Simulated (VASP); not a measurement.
Runs of VASP 6.6.1 on KI. The structure is that of space group Pm-3m (No. 221), or close to it. The cells are those of the table. 

| cell | gap on the mesh (eV) | pressure (GPa) |
| --- | --- | --- |
| a = 4.456 Å, 2 atoms | (b) | -1.5 |
| a = 4.233 Å, 2 atoms | 3.28 | 0.0 |
| a = 4.112 Å, 2 atoms | (a) | 1.6 |
| a = 4.348 Å, 2 atoms | (c) | -1.0 |
| a = 4.403 Å, 2 atoms | (d) | -1.3 |
| a = 4.291 Å, 2 atoms | 3.18 | -0.5 |
| a = 4.174 Å, 2 atoms | 3.40 | 0.7 |

Alike in all rows: task single point; level PBEsol; potentials or basis VASP PAW PBE potentials, release 64 (K_sv, I); no spin polarisation; k mesh 6 × 6 × 6; cutoff (eV) 520; smearing gaussian 0.01 eV.

Q: Fill in the values left out.

A: (a) 3.53; (b) 2.95; (c) 3.10; (d) 3.02.

Caveats: the PAW data sets were made with another functional, which shifts forces and pressure a little; spin-orbit coupling is left out, which moves the levels of the heavy elements.

A k mesh can miss the band edges, and the runs leave out spin-orbit coupling on I.
